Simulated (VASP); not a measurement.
Input of a VASP 6.6.1 run:

Contents of POSCAR:

```
Si
1.0
    0.0000000000      2.7350000000      2.7350000000
    2.7350000000      0.0000000000      2.7350000000
    2.7350000000      2.7350000000      0.0000000000
Si
2
Direct
    0.0063329097      0.0063329097      0.0063329097
    0.2500000000      0.2500000000      0.2500000000
```

File INCAR.step1:

```
SYSTEM = Si
PREC     = Accurate       ! precision mode
ENCUT    = 520            ! plane-wave cutoff, eV
EDIFF    = 1E-5           ! SCF threshold, eV
ISMEAR   = -1             ! smearing method
SIGMA    = 0.05           ! smearing width, eV
LREAL    = .FALSE.        ! projectors in reciprocal space
LASPH    = .TRUE.         ! aspherical terms in the spheres
NELM     = 100            ! most SCF steps
ALGO     = Normal         ! electronic algorithm
ISIF     = 2              ! what is computed and relaxed
LWAVE    = .TRUE.         ! write WAVECAR
NBANDS   = 11             ! bands
GGA      = PE             ! functional
```

Contents of INCAR.step2:

```
SYSTEM = Si
PREC     = Accurate       ! precision mode
ENCUT    = 520            ! plane-wave cutoff, eV
EDIFF    = 1E-6           ! SCF threshold, eV
ISMEAR   = -1             ! smearing method
SIGMA    = 0.05           ! smearing width, eV
LREAL    = .FALSE.        ! projectors in reciprocal space
LASPH    = .TRUE.         ! aspherical terms in the spheres
NELM     = 100            ! most SCF steps
ALGO     = Normal         ! electronic algorithm
ISIF     = 2              ! what is computed and relaxed
LWAVE    = .FALSE.        ! write WAVECAR
LCHARG   = .TRUE.         ! write CHGCAR
GGA      = PE             ! functional
LHFCALC  = .TRUE.         ! exact exchange
HFSCREEN = 0.2079         ! screening, 1/A
PRECFOCK = Normal       
LELF     = .TRUE.         ! ELF
LVHAR    = .TRUE.       
NBANDS   = 11             ! bands
ISTART   = 1
```

Contents of KPOINTS:

```
Automatic mesh
0
G
  4 4 4
  0 0 0
```

Potentials or basis: VASP PAW PBE potentials, release 64 (Si).

The run is started by

```bash
$ cat potpaw_PBE.64/Si/POTCAR > POTCAR
$ cp INCAR.step1 INCAR
$ mpirun -np 1 vasp_std > vasp.out
$ cp INCAR.step2 INCAR
$ mpirun -np 1 vasp_std > vasp.out
```

What does it give for the band gap on the k mesh?

1.08 eV (least direct gap 3.03 eV).

Estimate the largest force.

0.938 eV/Å.

Predict the pressure.

-1.2 GPa.

Stress tensor (GPa, compression positive):
```
-1.23  1.31  1.31
 1.31 -1.23  1.31
 1.31  1.31 -1.23
```

Caveat: the k points lie up to 0.50 Å⁻¹ apart; the PAW data sets were made with another functional, which shifts forces and pressure a little. A k mesh can miss the band edges.
